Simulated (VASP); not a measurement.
Wanted: the native input for a VASP 6.6.1 run.

```
Task                               : single point
Functional                         : PBE-based screened hybrid
Potentials or basis                : VASP PAW PBE potentials, release 64 (Zn, S)
Cutoff                             : 520 eV
k mesh                             : 4 × 4 × 3
Occupations                        : fermi-dirac, width 0.05 eV
Spin                               : no spin polarisation
Dipole correction                  : no
Grid for exact exchange (PRECFOCK) : Normal
Share of exact exchange            : 0.1
Further INCAR settings             : ALGO = Normal; EDIFF = 1e-06; NBANDS = 26
Screening parameter                : 0.2 1/Å
```

The system is ZnS (Wurtzite-2H).

```
CELL_PARAMETERS angstrom
3.81100 0.00000 0.00000
-1.90550 3.30042 0.00000
0.00000 0.00000 6.23400
ATOMIC_POSITIONS crystal
Zn 0.66667 0.33333 0.50000
Zn 0.33333 0.66667 0.00000
S 0.66667 0.33333 0.88500
S 0.33333 0.66667 0.38500
```

The input as run:

POSCAR

```
ZnS
1.0
    3.8110000000      0.0000000000      0.0000000000
   -1.9055000000      3.3004228138      0.0000000000
    0.0000000000      0.0000000000      6.2340000000
Zn S
2 2
Direct
    0.6666666667      0.3333333333      0.5000000000
    0.3333333333      0.6666666667      0.0000000000
    0.6666666667      0.3333333333      0.8850000000
    0.3333333333      0.6666666667      0.3850000000
```

INCAR.step1

```
SYSTEM = ZnS
PREC = Accurate ; ENCUT = 520
EDIFF = 1E-5 ; ISMEAR = -1
SIGMA = 0.05 ; LREAL = .False.
LASPH = .True. ; NELM = 100
ALGO = Normal ; ISIF = 2
LWAVE = .True. ; LCHARG = .False.
NBANDS = 26 ; GGA = PE
LUSENCCL = .False.
```

INCAR.step2

```
SYSTEM = ZnS
PREC = Accurate ; ENCUT = 520
EDIFF = 1E-6 ; ISMEAR = -1
SIGMA = 0.05 ; LREAL = .False.
LASPH = .True. ; NELM = 100
ALGO = Normal ; ISIF = 2
LWAVE = .False. ; LCHARG = .False.
GGA = PE ; LHFCALC = .True.
AEXX = 0.1 ; HFSCREEN = 0.2
PRECFOCK = Normal ; NBANDS = 26
ISTART = 1 ; LUSENCCL = .False.
```

KPOINTS

```
regular mesh
0
Gamma
  4 4 3
  0 0 0
```

Potentials or basis: VASP PAW PBE potentials, release 64 (Zn, S).

Run with:

```bash
$ cat potpaw_PBE.64/Zn/POTCAR potpaw_PBE.64/S/POTCAR > POTCAR
$ cp INCAR.step1 INCAR
$ mpirun -np 1 vasp_std > vasp.out
$ cp INCAR.step2 INCAR
$ mpirun -np 1 vasp_std > vasp.out
```

Results of the run:

```yaml
Pressure: 2.3 GPa
Largest_force: 0.337 eV/Å
Band_gap_on_the_k_mesh: 2.73 eV, direct
```

Caveat: the k points lie up to 0.48 Å⁻¹ apart; the PAW data sets were made with another functional, which shifts forces and pressure a little.

Run time: 8.4 min on 1 × NVIDIA H100 80GB with 1 thread of AMD EPYC 7R13 Processor (Zen 3), with other jobs on the host, peak memory 1.2 GiB.
